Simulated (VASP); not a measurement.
Runs of VASP 6.6.1 on CdF2. The structure is that of space group I4/mmm (No. 139), or close to it. The cells are those of the table. 

| cell | gap on the mesh (eV) | pressure (GPa) |
| --- | --- | --- |
| a = 3.712, b = 3.712, c = 3.857 Å, angles 58.7, 58.7, 62.6°, 3 atoms | 2.85 | 5.8 |
| a = 3.680, b = 3.680, c = 3.753 Å, angles 59.3, 59.3, 61.3°, 3 atoms | 3.15 | 12.3 |
| a = 3.865, b = 3.865, c = 3.707 Å, angles 61.3, 61.3, 57.3°, 3 atoms | 2.75 | 0.7 |
| a = 3.646, b = 3.646, c = 3.497 Å, angles 61.3, 61.3, 57.3°, 3 atoms | (b) | (a) |
| a = 3.812, b = 3.812, c = 3.657 Å, angles 61.3, 61.3, 57.3°, 3 atoms | 2.90 | 5.7 |

Alike in all rows: task single point; level PBEsol; potentials or basis VASP PAW PBE potentials, release 64 (Cd, F); no spin polarisation; k mesh 8 × 8 × 8; cutoff (eV) 520; smearing gaussian 0.05 eV.

**Question.** Fill in the values left out.

**Answer.** (a) 30.7; (b) 3.39.

Caveats: the PAW data sets were made with another functional, which shifts forces and pressure a little; the cell stands under pressure (at least some runs).

A k mesh can miss the band edges, and the runs leave out spin-orbit coupling on Cd.
